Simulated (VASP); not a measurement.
LiF, 2 atoms in the cell. Symmetry: Fm-3m, No. 225, cubic system. Conventional cell: a = 4.068 Å, b = 4.068 Å, c = 4.068 Å, α = 90.00°, β = 90.00°, γ = 90.00°. Within 2.7 Å of Li (site symmetry m-3m) lie 6 F at 2.03 Å. Within 2.7 Å of F (site symmetry m-3m) lie 6 Li at 2.03 Å. 

| Property | Result |
| --- | --- |
| Program | VASP 6.6.1 |
| Task | density of states |
| Functional | PBE |
| Potentials or basis | VASP PAW PBE potentials, release 64 (Li_sv, F) |
| Cutoff | 520 eV |
| k mesh | 10 × 10 × 10 |
| Occupations | gaussian, width 0.02 eV |
| Spin | no spin polarisation |
| Dipole correction | no |
| k mesh for the DOS | 15 × 15 × 15 |
| Occupations for the DOS | tetrahedron |
| Further INCAR settings | ALGO = Normal; EDIFF = 1e-07; NBANDS = 12 |

Potentials or basis: VASP PAW PBE potentials, release 64 (Li_sv, F).

Launch:

```bash
$ cat potpaw_PBE.64/Li_sv/POTCAR potpaw_PBE.64/F/POTCAR > POTCAR
$ cp INCAR.step1 INCAR
$ cp KPOINTS.step1 KPOINTS
$ mpirun -np 1 vasp_std > vasp.out
$ cp INCAR.step2 INCAR
$ cp KPOINTS.step2 KPOINTS
$ mpirun -np 1 vasp_std > vasp.out
```

Hardware: 1 thread of Intel(R) Xeon(R) 6975P-C (Granite Rapids), with other jobs on the host.

Question: Estimate the wall time of this run.

Answer: It took 9.5 s on 1 thread of Intel(R) Xeon(R) 6975P-C (Granite Rapids), with other jobs on the host, peak memory 0.13 GiB. Counts: k points 120.
